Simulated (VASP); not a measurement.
# HfB (Fm-3m) in VASP: further runs, part 2 of 2

VASP 6.6.1. Earlier steps stand in the parts before.

## (3) Electric field gradients, LDA (12.45 Å³/atom)

This run uses another cell than the first one, of 12.45 Å³/atom.

INCAR reads:

```
SYSTEM = HfB
PREC = Accurate
ENCUT = 520
EDIFF = 1E-8
ISMEAR = -1
SIGMA = 0.05
LREAL = .FALSE.
LASPH = .TRUE.
NELM = 100
ALGO = Normal
ISIF = 2
LWAVE = .FALSE.
LCHARG = .FALSE.
GGA = CA
LEFG = .TRUE.
NBANDS = 14
```

KPOINTS reads:

```
Automatic mesh
0
G
  15 15 15
  0 0 0
```

POSCAR reads:

```
HfB
1.0
    0.0000000000      2.3176744750      2.3176744750
    2.3176744750      0.0000000000      2.3176744750
    2.3176744750      2.3176744750      0.0000000000
Hf B
1 1
Direct
    0.5000000000      0.5000000000      0.5000000000
    0.0000000000      0.0000000000      0.0000000000
```

Potentials or basis: VASP PAW LDA potentials, release 64 (Hf_pv, B).

Command:

```bash
$ cat potpaw_LDA.64/Hf_pv/POTCAR potpaw_LDA.64/B/POTCAR > POTCAR
$ mpirun -np 1 vasp_std > vasp.out
```

OUTCAR:

```text
SYSTEM = HfB
   PREC = Accurate
   ENCUT = 520
   EDIFF = 1E-8
   ISMEAR = -1
   LREAL = .FALSE.
   LASPH = .TRUE.
   NELM = 100
   ISIF = 2
   GGA = CA

 ion  position               nearest neighbor table
   1  0.500  0.500  0.500-   2 2.32   2 2.32   2 2.32   2 2.32   2 2.32   2 2.32
   2  0.000  0.000  0.000-   1 2.32   1 2.32   1 2.32   1 2.32   1 2.32   1 2.32

  LATTYP: Found a face centered cubic cell.
 ALAT       =     4.6353489500

  Lattice vectors:

 A1 = (   0.0000000000,   2.3176744750,   2.3176744750)
 A2 = (   2.3176744750,   0.0000000000,   2.3176744750)
 A3 = (   2.3176744750,   2.3176744750,   0.0000000000)

Analysis of symmetry for initial positions (statically):
=====================================================================
 Subroutine PRICEL returns:
 Original cell was already a primitive cell.

 Routine SETGRP: Setting up the symmetry group for a
 face centered cubic supercell.

 Subroutine GETGRP returns: Found 48 space group operations
 (whereof 48 operations were pure point group operations)
 out of a pool of 48 trial point group operations.

The static configuration has the point symmetry O_h .

Analysis of symmetry for dynamics (positions and initial velocities):
=====================================================================
 Subroutine PRICEL returns:
 Original cell was already a primitive cell.

 Routine SETGRP: Setting up the symmetry group for a
 face centered cubic supercell.

 Subroutine GETGRP returns: Found 48 space group operations
 (whereof 48 operations were pure point group operations)
 out of a pool of 48 trial point group operations.

The dynamic configuration has the point symmetry O_h .

 Subroutine INISYM returns: Found 48 space group operations
 (whereof 48 operations are pure point group operations),
 and found     1 'primitive' translations

----------------------------------------------------------------------------------------

                                     Primitive cell

  volume of cell :      24.8993

  direct lattice vectors                    reciprocal lattice vectors
     0.000000000  2.317674475  2.317674475    -0.215733489  0.215733489  0.215733489
     2.317674475  0.000000000  2.317674475     0.215733489 -0.215733489  0.215733489
     2.317674475  2.317674475  0.000000000     0.215733489  0.215733489 -0.215733489

  length of vectors
     3.277686676  3.277686676  3.277686676     0.373661363  0.373661363  0.373661363

  position of ions in fractional coordinates (direct lattice)
     0.500000000  0.500000000  0.500000000
     0.000000000  0.000000000  0.000000000

  ion indices of the primitive-cell ions
   primitive index   ion index
                 1           1
                 2           2

----------------------------------------------------------------------------------------

 KPOINTS: Automatic mesh

Automatic generation of k-mesh.
 Grid dimensions read from file:
 generate k-points for:   15   15   15

[... 80 lines left out ...]
   IALGO  =     38    algorithm
   IMIX   =      4    mixing-type and parameters
     AMIX     =   0.40;   BMIX     =  1.00
     AMIX_MAG =   1.60;   BMIX_MAG =  1.00
  volume/ion in A,a.u.               =      12.45        84.01
  Fermi-wavevector in a.u.,A,eV,Ry     =   1.318237  2.491107 23.643509  1.737749
  Thomas-Fermi vector in A             =   2.448221
   LORBIT       =      0    0 simple, 1 ext, 2 COOP (PROOUT), +10 PAW based schemes
   GGA     = CA    functional components
   LHFCALC =     F    Hartree Fock is set to
   AEXX    =    0.0000 exact exchange contribution
   IVDW    =     0    specifies the selected vdW correction
   LEPSILON=     F    determine dielectric tensor
   LRPA    =     F    only Hartree local field effects (RPA)
 non-spin polarized calculation
  energy-cutoff  :      520.00
  volume of cell :       24.90
 maximum number of plane-waves:       681
   NGX = 13   NGY = 13   NGZ = 13

 number of electron      13.0000002 magnetization

 Free energy of the ion-electron system (eV)
  ---------------------------------------------------
  ext. energy  EPLUGINS =         0.00000000
  ---------------------------------------------------
  free energy    TOTEN  =       -18.90502238 eV

  energy without entropy =      -18.89703006  energy(sigma->0) =      -18.90102622

 E-fermi :   5.0375     XC(G=0): -12.4061

 val. band max:        5.0369082401   @ k =   0.2667   0.2667   0.0000
 cond. band min:       5.0575848776   @ k =   0.4000   0.2667   0.1333
 fundamental gap:      0.0206766375
 Fermi energy:         5.0375152548

 k-point     1 :       0.0000    0.0000    0.0000
  band No.  band energies     occupation
      1     -23.1935      2.00000
      2     -23.1935      2.00000
      3     -23.1935      2.00000
      4      -4.3790      2.00000
      5       7.1309      0.00000
      6       7.1309      0.00000
      7       7.1309      0.00000
      8       8.9626      0.00000
      9       8.9626      0.00000
     10       8.9626      0.00000
     11       9.1459      0.00000
     12       9.1459      0.00000
     13      16.7440      0.00000
     14      17.9895      0.00000
[... 377 lines left out ...]
      1     -23.3975      2.00000
      2     -23.2573      2.00000
      3     -23.2495      2.00000
      4      -3.3032      2.00000
      5       4.5605      1.99986
      6       5.6741      0.00001
      7       6.3620      0.00000
      8       6.9558      0.00000
      9       9.4325      0.00000
     10      10.7842      0.00000
     11      11.3847      0.00000
     12      14.1412      0.00000
     13      19.1361      0.00000
     14      19.2496      0.00000

 [... further k-points ...]

------------------------ aborting loop because EDIFF is reached ----------------------------------------

  FORCE on cell =-STRESS in cart. coord.  units (eV):
  Direction    XX          YY          ZZ          XY          YZ          ZX
  --------------------------------------------------------------------------------------
  -------------------------------------------------------------------------------------
  Total        2.7060833      2.7060833      2.7060833      0.0000000      0.0000000      0.0000000
  in kB      174.1263255    174.1263255    174.1263255      0.0000000      0.0000000      0.0000000
  external PRESSURE =     174.1263255 kB  Pullay stress =       0.0000000 kB

 VOLUME and BASIS-vectors are now :
 -----------------------------------------------------------------------------
  energy-cutoff  :      520.00
  volume of cell :       24.90
      direct lattice vectors                 reciprocal lattice vectors
     0.000000000  2.317674475  2.317674475    -0.215733489  0.215733489  0.215733489
     2.317674475  0.000000000  2.317674475     0.215733489 -0.215733489  0.215733489
     2.317674475  2.317674475  0.000000000     0.215733489  0.215733489 -0.215733489

 POSITION                                       TOTAL-FORCE (eV/Angst)
 -----------------------------------------------------------------------------------
      2.31767      2.31767      2.31767         0.000000      0.000000     -0.000000
      0.00000      0.00000      0.00000        -0.000000     -0.000000      0.000000
 -----------------------------------------------------------------------------------
    total drift:                               -0.000000     -0.000000      0.000000

  FREE ENERGIE OF THE ION-ELECTRON SYSTEM (eV)
  ---------------------------------------------------
  free  energy   TOTEN  =       -18.9050223843 eV

  energy  without entropy=      -18.8970300618  energy(sigma->0) =      -18.90102622

 Electric field gradients (V/A^2)
---------------------------------------------------------------------
 ion       V_xx      V_yy      V_zz      V_xy      V_xz      V_yz
---------------------------------------------------------------------
   1      -0.000    -0.000     0.000     0.000     0.000     0.000
   2       0.000     0.000    -0.000     0.000     0.000     0.000
---------------------------------------------------------------------

 Electric field gradients after diagonalization (V/A^2)
 (convention: |V_zz| > |V_xx| > |V_yy|)
----------------------------------------------------------------------
 ion       V_xx      V_yy      V_zz     asymmetry (V_yy - V_xx)/ V_zz
----------------------------------------------------------------------
   1      -0.000    -0.000     0.000       0.000
   2      -0.000    -0.000     0.000       0.000
----------------------------------------------------------------------

           NMR quadrupolar parameters

 Cq : quadrupolar parameter    Cq=e*Q*V_zz/h
 eta: asymmetry parameters     (V_yy - V_xx)/ V_zz
 Q  : nuclear electric quadrupole moment in mb (millibarn)
----------------------------------------------------------------------
 ion       Cq(MHz)       eta       Q (mb)
----------------------------------------------------------------------
   1       0.000       0.000       1.000
   2       0.000       0.000       1.000
----------------------------------------------------------------------
```

stdout:

```text
POSCAR found type information on POSCAR HfB
 POSCAR found :  2 types and       2 ions
 scaLAPACK will be used
 LDA part: xc-table for (Slater(with rela. corr.)+CA(PZ))
 , standard interpolation
 POSCAR, INCAR and KPOINTS ok, starting setup
 FFT: planning ... GRIDC
 FFT: planning ... GRID_SOFT
 FFT: planning ... GRID
 WAVECAR not read
 entering main loop
ion   1

ion   2
```

Wall time 24 s (1 thread of Intel Xeon Platinum 8375C at 2.90GHz (Ice Lake), shared host); peak memory 0.16 GiB.

Results:

```yaml
Free_energy: -18.9050 eV
Pressure: 17.4 GPa
Band_gap_on_the_k_mesh: zero (an odd number of electrons rules out a gap without spin polarisation)
Largest_electric_field_gradient_by_atom: zero within the noise of the run
```

Caveat: the cell stands under pressure; spin-orbit coupling is left out, which moves the levels of the heavy elements.

## (4) Electric field gradients, LDA (12.45 Å³/atom)

This run uses another cell than the first one, of 12.45 Å³/atom.

INCAR reads:

```
SYSTEM = HfB
  PREC = Accurate
  ENCUT = 520
  EDIFF = 1E-8
  ISMEAR = -1
  SIGMA = 0.05
  LREAL = .False.
  LASPH = .True.
  NELM = 80
  ALGO = Normal
  ISIF = 2
  LWAVE = .False.
  LCHARG = .False.
  LEFG = .True.
  NBANDS = 14
```

KPOINTS reads:

```
Automatic mesh
0
Gamma
  15 15 15
  0 0 0
```

POSCAR is that of step 3.

Potentials or basis: VASP PAW LDA potentials, release 64 (Hf_pv, B).

Command:

```bash
$ cat potpaw_LDA.64/Hf_pv/POTCAR potpaw_LDA.64/B/POTCAR > POTCAR
$ mpirun -np 1 vasp_std > vasp.out
```

OUTCAR:

```text
SYSTEM = HfB
   PREC = Accurate
   ENCUT = 520
   EDIFF = 1E-8
   ISMEAR = -1
   LREAL = .False.
   LASPH = .True.
   NELM = 80
   ISIF = 2

 ion  position               nearest neighbor table
   1  0.500  0.500  0.500-   2 2.32   2 2.32   2 2.32   2 2.32   2 2.32   2 2.32
   2  0.000  0.000  0.000-   1 2.32   1 2.32   1 2.32   1 2.32   1 2.32   1 2.32

  LATTYP: Found a face centered cubic cell.
 ALAT       =     4.6353489500

  Lattice vectors:

 A1 = (   0.0000000000,   2.3176744750,   2.3176744750)
 A2 = (   2.3176744750,   0.0000000000,   2.3176744750)
 A3 = (   2.3176744750,   2.3176744750,   0.0000000000)

Analysis of symmetry for initial positions (statically):
=====================================================================
 Subroutine PRICEL returns:
 Original cell was already a primitive cell.

 Routine SETGRP: Setting up the symmetry group for a
 face centered cubic supercell.

 Subroutine GETGRP returns: Found 48 space group operations
 (whereof 48 operations were pure point group operations)
 out of a pool of 48 trial point group operations.

The static configuration has the point symmetry O_h .

Analysis of symmetry for dynamics (positions and initial velocities):
=====================================================================
 Subroutine PRICEL returns:
 Original cell was already a primitive cell.

 Routine SETGRP: Setting up the symmetry group for a
 face centered cubic supercell.

 Subroutine GETGRP returns: Found 48 space group operations
 (whereof 48 operations were pure point group operations)
 out of a pool of 48 trial point group operations.

The dynamic configuration has the point symmetry O_h .

 Subroutine INISYM returns: Found 48 space group operations
 (whereof 48 operations are pure point group operations),
 and found     1 'primitive' translations

----------------------------------------------------------------------------------------

                                     Primitive cell

  volume of cell :      24.8993

  direct lattice vectors                    reciprocal lattice vectors
     0.000000000  2.317674475  2.317674475    -0.215733489  0.215733489  0.215733489
     2.317674475  0.000000000  2.317674475     0.215733489 -0.215733489  0.215733489
     2.317674475  2.317674475  0.000000000     0.215733489  0.215733489 -0.215733489

  length of vectors
     3.277686676  3.277686676  3.277686676     0.373661363  0.373661363  0.373661363

  position of ions in fractional coordinates (direct lattice)
     0.500000000  0.500000000  0.500000000
     0.000000000  0.000000000  0.000000000

  ion indices of the primitive-cell ions
   primitive index   ion index
                 1           1
                 2           2

----------------------------------------------------------------------------------------

 KPOINTS: Automatic mesh

Automatic generation of k-mesh.
 Grid dimensions read from file:
 generate k-points for:   15   15   15

 Generating k-lattice:

[... 80 lines left out ...]
     AMIX     =   0.40;   BMIX     =  1.00
     AMIX_MAG =   1.60;   BMIX_MAG =  1.00
  volume/ion in A,a.u.               =      12.45        84.01
  Fermi-wavevector in a.u.,A,eV,Ry     =   1.318237  2.491107 23.643509  1.737749
  Thomas-Fermi vector in A             =   2.448221
   LORBIT       =      0    0 simple, 1 ext, 2 COOP (PROOUT), +10 PAW based schemes
   GGA     = CA    functional components
   LHFCALC =     F    Hartree Fock is set to
   AEXX    =    0.0000 exact exchange contribution
   IVDW    =     0    specifies the selected vdW correction
   LEPSILON=     F    determine dielectric tensor
   LRPA    =     F    only Hartree local field effects (RPA)
 non-spin polarized calculation
  energy-cutoff  :      520.00
  volume of cell :       24.90
 maximum number of plane-waves:       681
   NGX = 13   NGY = 13   NGZ = 13

 number of electron      13.0000002 magnetization

 Free energy of the ion-electron system (eV)
  ---------------------------------------------------
  ext. energy  EPLUGINS =         0.00000000
  ---------------------------------------------------
  free energy    TOTEN  =       -18.90502238 eV

  energy without entropy =      -18.89703006  energy(sigma->0) =      -18.90102622

 E-fermi :   5.0375     XC(G=0): -12.4061

 val. band max:        5.0369082401   @ k =   0.2667   0.2667   0.0000
 cond. band min:       5.0575848776   @ k =   0.4000   0.2667   0.1333
 fundamental gap:      0.0206766375
 Fermi energy:         5.0375152548

 k-point     1 :       0.0000    0.0000    0.0000
  band No.  band energies     occupation
      1     -23.1935      2.00000
      2     -23.1935      2.00000
      3     -23.1935      2.00000
      4      -4.3790      2.00000
      5       7.1309      0.00000
      6       7.1309      0.00000
      7       7.1309      0.00000
      8       8.9626      0.00000
      9       8.9626      0.00000
     10       8.9626      0.00000
     11       9.1459      0.00000
     12       9.1459      0.00000
     13      16.7440      0.00000
     14      17.9895      0.00000
[... 377 lines left out ...]
      1     -23.3975      2.00000
      2     -23.2573      2.00000
      3     -23.2495      2.00000
      4      -3.3032      2.00000
      5       4.5605      1.99986
      6       5.6741      0.00001
      7       6.3620      0.00000
      8       6.9558      0.00000
      9       9.4325      0.00000
     10      10.7842      0.00000
     11      11.3847      0.00000
     12      14.1412      0.00000
     13      19.1361      0.00000
     14      19.2496      0.00000

 [... further k-points ...]

------------------------ aborting loop because EDIFF is reached ----------------------------------------

  FORCE on cell =-STRESS in cart. coord.  units (eV):
  Direction    XX          YY          ZZ          XY          YZ          ZX
  --------------------------------------------------------------------------------------
  -------------------------------------------------------------------------------------
  Total        2.7060833      2.7060833      2.7060833      0.0000000      0.0000000      0.0000000
  in kB      174.1263255    174.1263255    174.1263255      0.0000000      0.0000000      0.0000000
  external PRESSURE =     174.1263255 kB  Pullay stress =       0.0000000 kB

 VOLUME and BASIS-vectors are now :
 -----------------------------------------------------------------------------
  energy-cutoff  :      520.00
  volume of cell :       24.90
      direct lattice vectors                 reciprocal lattice vectors
     0.000000000  2.317674475  2.317674475    -0.215733489  0.215733489  0.215733489
     2.317674475  0.000000000  2.317674475     0.215733489 -0.215733489  0.215733489
     2.317674475  2.317674475  0.000000000     0.215733489  0.215733489 -0.215733489

 POSITION                                       TOTAL-FORCE (eV/Angst)
 -----------------------------------------------------------------------------------
      2.31767      2.31767      2.31767         0.000000      0.000000     -0.000000
      0.00000      0.00000      0.00000        -0.000000     -0.000000      0.000000
 -----------------------------------------------------------------------------------
    total drift:                               -0.000000     -0.000000      0.000000

  FREE ENERGIE OF THE ION-ELECTRON SYSTEM (eV)
  ---------------------------------------------------
  free  energy   TOTEN  =       -18.9050223843 eV

  energy  without entropy=      -18.8970300618  energy(sigma->0) =      -18.90102622

 Electric field gradients (V/A^2)
---------------------------------------------------------------------
 ion       V_xx      V_yy      V_zz      V_xy      V_xz      V_yz
---------------------------------------------------------------------
   1      -0.000    -0.000     0.000     0.000     0.000     0.000
   2       0.000     0.000    -0.000     0.000     0.000     0.000
---------------------------------------------------------------------

 Electric field gradients after diagonalization (V/A^2)
 (convention: |V_zz| > |V_xx| > |V_yy|)
----------------------------------------------------------------------
 ion       V_xx      V_yy      V_zz     asymmetry (V_yy - V_xx)/ V_zz
----------------------------------------------------------------------
   1      -0.000    -0.000     0.000       0.000
   2      -0.000    -0.000     0.000       0.000
----------------------------------------------------------------------

           NMR quadrupolar parameters

 Cq : quadrupolar parameter    Cq=e*Q*V_zz/h
 eta: asymmetry parameters     (V_yy - V_xx)/ V_zz
 Q  : nuclear electric quadrupole moment in mb (millibarn)
----------------------------------------------------------------------
 ion       Cq(MHz)       eta       Q (mb)
----------------------------------------------------------------------
   1       0.000       0.000       1.000
   2       0.000       0.000       1.000
----------------------------------------------------------------------
```

stdout:

```text
POSCAR found type information on POSCAR HfB
 POSCAR found :  2 types and       2 ions
 scaLAPACK will be used
 LDA part: xc-table for (Slater(with rela. corr.)+CA(PZ))
 , standard interpolation
 POSCAR, INCAR and KPOINTS ok, starting setup
 FFT: planning ... GRIDC
 FFT: planning ... GRID_SOFT
 FFT: planning ... GRID
 WAVECAR not read
 entering main loop
ion   1

ion   2
```

It took 23 s on 1 thread of Intel Xeon Platinum 8375C at 2.90GHz (Ice Lake), shared host; peak memory 0.16 GiB.

Results:

* Free energy: -18.9050 eV
* Pressure: 17.4 GPa
* Band gap on the k mesh: zero (an odd number of electrons rules out a gap without spin polarisation)
* Largest electric field gradient by atom: zero within the noise of the run

Caveat: the cell stands under pressure; spin-orbit coupling is left out, which moves the levels of the heavy elements.
